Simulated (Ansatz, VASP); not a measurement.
## Zr: VASP beside Ansatz

The input INCAR:

```
PREC     = Accurate       # precision mode
ENCUT    = 520            # plane-wave cutoff, eV
EDIFF    = 1E-6           # SCF threshold, eV
ISMEAR   = 0              # smearing method
SIGMA    = 0.15           # smearing width, eV
LREAL    = F              # projectors in reciprocal space
LASPH    = T              # aspherical terms in the spheres
NELM     = 60             # most SCF steps
ALGO     = Fast           # electronic algorithm
ISIF     = 2              # what is computed and relaxed
LWAVE    = F              # write WAVECAR
LCHARG   = F              # write CHGCAR
GGA      = PE             # functional
NBANDS   = 19             # bands
```

KPOINTS

```
regular mesh
0
Gamma
  18 18 10
```

POSCAR

```
Zr
1.0
    3.1350382758      0.0000000000      0.0000000000
   -1.5675191379      2.7150227887      0.0000000000
    0.0000000000      0.0000000000      4.9925900000
Zr
2
Direct
    0.3333333333      0.6666666667      0.2500000000
    0.6666666667      0.3333333333      0.7500000000
```

Input for Ansatz:

```yaml
crystal:
  lattice:
    - [3.1350382758, 0.0, 0.0]
    - [-1.5675191379, 2.7150227887, 0.0]
    - [0.0, 0.0, 4.99259]
  atoms:
    - { symbol: Zr, position: [0.3333333333, 0.6666666667, 0.25] }
    - { symbol: Zr, position: [0.6666666667, 0.3333333333, 0.75] }
basis:
  ecutwfc: 420
kpoints:
  mp_grid: { grid: [18, 18, 10] }
hamiltonian:
  xc: pbe
scf:
  occupations: { method: gaussian, width: 0.15 }
output:
  forces: true
  stress: true
  eigenvalues: true
```

Change from the starting cell: strain -0.030 along x and y, -0.030 along z, atoms carried along.

Alike in both runs: task single point; functional PBE; k mesh 18 × 18 × 10; occupations gaussian, width 0.15 eV; no spin polarisation.

```csv
,VASP,Ansatz
version,VASP 6.6.1,Ansatz 0.2.0
potentials or method,"VASP PAW PBE potentials, release 64 (Zr_sv), cutoff 520 eV","scalar-relativistic, plane waves, PAW"
valence electrons in the cell,24,24
```

|  | VASP | Ansatz | Ansatz less VASP |
| --- | --- | --- | --- |
| gap on the k mesh at the Fermi level (eV) | none | none | - |
| pressure (GPa) | 10.6 | 10.6 | -0.02 |
| traceless stress, the component that is largest in VASP (GPa) | 1.01 | 1.01 | +0.007 |

A gap of «none» marks a metal or a gap that the smearing closes.
